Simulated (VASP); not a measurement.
# TaN in VASP: further runs, part 2 of 2

VASP 6.6.1.

### 3 Single point, PBEsol

This run uses another cell than the first one, of 10.36 Å³/atom, 1.004 times its volume.

The input, INCAR:

```
PREC = Accurate ; ENCUT = 520
EDIFF = 1E-6 ; ISMEAR = 0
SIGMA = 0.1 ; LREAL = F
LASPH = T ; NELM = 60
ALGO = Normal ; ISIF = 2
LWAVE = F ; LCHARG = T
GGA = PS ; LELF = T
LVHAR = T ; NBANDS = 15
ISYM = 0
```

The input, KPOINTS:

```
Automatic mesh
0
Gamma
  12 12 13
```

The input, POSCAR:

```
TaN
1.0
    3.0358717017     -0.0000000136     -0.0003780923
   -1.5179358626      2.6291420367      0.0000000000
    1.5176139640      0.8761948306      2.5955920604
Ta N
1 1
Direct
    0.0000000000      0.0000000000      0.0000000000
    0.0000000000      0.5000000000      0.5000000000
```

Potentials or basis: VASP PAW PBE potentials, release 64 (Ta_pv, N).

Launch:

```console
> cat potpaw_PBE.64/Ta_pv/POTCAR potpaw_PBE.64/N/POTCAR > POTCAR
> mpirun -np 1 vasp_std > vasp.out
```

OUTCAR:

```text
PREC = Accurate
   ENCUT = 520
   EDIFF = 1E-6
   ISMEAR = 0
   LREAL = F
   LASPH = T
   NELM = 60
   ISIF = 2
   GGA = PS
   ISYM = 0

 ion  position               nearest neighbor table
   1  0.000  0.000  0.000-   2 2.18   2 2.18   2 2.18   2 2.18   2 2.18   2 2.18
   2  0.000  0.500  0.500-   1 2.18   1 2.18   1 2.18   1 2.18   1 2.18   1 2.18

IMPORTANT INFORMATION: All symmetrisations will be switched off!
NOSYMM: (Re-)initialisation of all symmetry stuff for point group C_1.

----------------------------------------------------------------------------------------

                                     Primitive cell

  volume of cell :      20.7193

  direct lattice vectors                    reciprocal lattice vectors
     3.035871702 -0.000000014 -0.000378092     0.329362707  0.190157647 -0.256766308
    -1.517935863  2.629142037  0.000000000    -0.000015987  0.380342986 -0.128383154
     1.517613964  0.876194831  2.595592060     0.000047977  0.000027700  0.385231152

  length of vectors
     3.035871725  3.035871725  3.131767499     0.458877610  0.401426234  0.385231156

  position of ions in fractional coordinates (direct lattice)
     0.000000000  0.000000000  0.000000000
     1.000000000  0.500000000  0.500000000

  ion indices of the primitive-cell ions
   primitive index   ion index
                 1           1
                 2           2

----------------------------------------------------------------------------------------

 KPOINTS: Automatic mesh

Automatic generation of k-mesh.
 Grid dimensions read from file:
 generate k-points for:   12   12   13

 Generating k-lattice:

  Cartesian coordinates                     Fractional coordinates (reciprocal lattice)
     0.027446892  0.015846471 -0.021397192     0.083333333  0.000000000  0.000000000
    -0.000001332  0.031695249 -0.010698596     0.000000000  0.083333333  0.000000000
     0.000003691  0.000002131  0.029633166     0.000000000 -0.000000000  0.076923077

  Length of vectors
[... 79 lines left out ...]
   LORBIT       =      0    0 simple, 1 ext, 2 COOP (PROOUT), +10 PAW based schemes
   GGA     = PS    functional components
   LHFCALC =     F    Hartree Fock is set to
   AEXX    =    0.0000 exact exchange contribution
   IVDW    =     0    specifies the selected vdW correction
   LEPSILON=     F    determine dielectric tensor
   LRPA    =     F    only Hartree local field effects (RPA)
 non-spin polarized calculation
 Gauss-broadening in eV      SIGMA  =   0.10
  energy-cutoff  :      520.00
  volume of cell :       20.72
 maximum number of plane-waves:       580
   NGX = 11   NGY = 11   NGZ = 11

 number of electron      15.9999997 magnetization

 Free energy of the ion-electron system (eV)
  ---------------------------------------------------
  ext. energy  EPLUGINS =         0.00000000
  ---------------------------------------------------
  free energy    TOTEN  =       -23.19531024 eV

  energy without entropy =      -23.19060649  energy(sigma->0) =      -23.19295837

 E-fermi :   9.6318     XC(G=0): -13.7329

 val. band max:        9.6285893554   @ k =  -0.4167   0.0833  -0.4615
 cond. band min:       9.6368475684   @ k =  -0.2500   0.2500   0.1538
 fundamental gap:      0.0082582130
 Fermi energy:         9.6318265892

 k-point     1 :       0.0000    0.0000    0.0000
  band No.  band energies     occupation
      1     -26.0645      2.00000
      2     -25.9510      2.00000
      3     -25.9494      2.00000
      4      -9.3437      2.00000
      5       5.6323      2.00000
      6       5.9159      2.00000
      7       5.9167      2.00000
      8       6.9429      2.00000
      9       7.6965      2.00000
     10       7.6971      2.00000
     11       9.7382      0.13238
     12       9.7399      0.12625
     13      11.5047      0.00000
     14      19.0878      0.00000
[... 401 lines left out ...]
      2     -26.1777      2.00000
      3     -26.1059      2.00000
      4      -7.5920      2.00000
      5       1.1021      2.00000
      6       3.1922      2.00000
      7       3.6396      2.00000
      8       7.0451      2.00000
      9      10.8488      0.00000
     10      11.4354      0.00000
     11      12.7300      0.00000
     12      13.6000      0.00000
     13      17.3712      0.00000
     14      22.0456      0.00000
     15      22.7784      0.00000

 [... further k-points ...]
[... 5 lines left out ...]
  --------------------------------------------------------------------------------------
  -------------------------------------------------------------------------------------
  Total        0.9217638      0.9236049      0.1409181     -0.0015879      0.0015583      0.0026889
  in kB       71.2777768     71.4201497     10.8968583     -0.1227886      0.1204988      0.2079228
  external PRESSURE =      51.1982616 kB  Pullay stress =       0.0000000 kB

 VOLUME and BASIS-vectors are now :
 -----------------------------------------------------------------------------
  energy-cutoff  :      520.00
  volume of cell :       20.72
      direct lattice vectors                 reciprocal lattice vectors
     3.035871702 -0.000000014 -0.000378092     0.329362707  0.190157647 -0.256766308
    -1.517935863  2.629142037  0.000000000    -0.000015987  0.380342986 -0.128383154
     1.517613964  0.876194831  2.595592060     0.000047977  0.000027700  0.385231152

 POSITION                                       TOTAL-FORCE (eV/Angst)
 -----------------------------------------------------------------------------------
      0.00000      0.00000      0.00000        -0.000000     -0.000000     -0.000000
     -0.00016      1.75267      1.29780         0.000000      0.000000      0.000000
 -----------------------------------------------------------------------------------
    total drift:                                0.000000      0.000000      0.000000

  FREE ENERGIE OF THE ION-ELECTRON SYSTEM (eV)
  ---------------------------------------------------
  free  energy   TOTEN  =       -23.1953102429 eV

  energy  without entropy=      -23.1906064872  energy(sigma->0) =      -23.19295837
```

OSZICAR:

```text
N       E                     dE             d eps       ncg     rms          rms(c)
DAV:   1     0.950977053116E+02    0.95098E+02   -0.85877E+03 28211   0.111E+03
DAV:   2    -0.230216662648E+02   -0.11812E+03   -0.11202E+03 34349   0.306E+02
DAV:   3    -0.259749254923E+02   -0.29533E+01   -0.29307E+01 31844   0.471E+01
DAV:   4    -0.259864134134E+02   -0.11488E-01   -0.11485E-01 36044   0.318E+00
DAV:   5    -0.259864774787E+02   -0.64065E-04   -0.64064E-04 32299   0.207E-01    0.257E+01
DAV:   6    -0.232941683719E+02    0.26923E+01   -0.48115E+00 35219   0.252E+01    0.109E+01
DAV:   7    -0.232329646422E+02    0.61204E-01   -0.51677E-01 33838   0.570E+00    0.729E+00
DAV:   8    -0.232016469995E+02    0.31318E-01   -0.14648E-01 33775   0.311E+00    0.155E+00
DAV:   9    -0.231955073898E+02    0.61396E-02   -0.18022E-02 31493   0.107E+00    0.312E-01
DAV:  10    -0.231953745746E+02    0.13282E-03   -0.12221E-03 34356   0.403E-01    0.689E-02
DAV:  11    -0.231953123822E+02    0.62192E-04   -0.13488E-04 31773   0.132E-01    0.241E-02
DAV:  12    -0.231953105456E+02    0.18367E-05   -0.96577E-06 33425   0.292E-02    0.398E-03
DAV:  13    -0.231953102429E+02    0.30261E-06   -0.61318E-07 18893   0.649E-03
   1 F= -.23195310E+02 E0= -.23192958E+02  d E =-.470376E-02
```

Run time: 94 s. Hardware: 1 thread of Intel Xeon Platinum 8559C (Emerald Rapids), shared host; peak memory 0.39 GiB.

Results:

```yaml
Free_energy: -23.1953 eV
Pressure: 5.1 GPa
Band_gap_on_the_k_mesh: zero (band 8 reaches 11.32 eV, above the bottom of band 9 at 7.70 eV)
```

Caveat: the PAW data sets were made with another functional, which shifts forces and pressure a little; spin-orbit coupling is left out, which moves the levels of the heavy elements.
